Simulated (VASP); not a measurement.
A run of VASP 6.6.1:

Contents of INCAR:

```
ALGO = Normal
EDIFF = 1E-6
EDIFFG = -0.005
ENCUT = 600
GGA = PE
IBRION = 2
ISIF = 3
ISMEAR = -1
LASPH = T
LCHARG = F
LREAL = F
LWAVE = F
NELM = 100
NSW = 100
PREC = Accurate
SIGMA = 0.05
```

Contents of KPOINTS:

```
k-points
0
Gamma
  10 10 10
```

File POSCAR:

```
SnTe2
1.0
    0.0000000000      3.3393647261      3.3393647261
    3.3393647261      0.0000000000      3.3393647261
    3.3393647261      3.3393647261      0.0000000000
Sn Te
1 2
Direct
    0.0000000000      0.0000000000      0.0000000000
    0.2500000000      0.2500000000      0.2500000000
    0.7500000000      0.7500000000      0.7500000000
```

Potentials or basis: VASP PAW PBE potentials, release 64 (Sn_d, Te).

Launch:

```sh
$ cat potpaw_PBE.64/Sn_d/POTCAR potpaw_PBE.64/Te/POTCAR > POTCAR
$ mpirun -np 1 vasp_std > vasp.out
```

Hardware: 1 thread of Intel Xeon 8259CL, with other jobs on the host.

How long does it take, and how much memory?

It took 7.7 min on 1 thread of Intel Xeon 8259CL (shared host), peak memory 0.3 GiB. Counts: scf iterations 44, k points 47, ion steps 5.
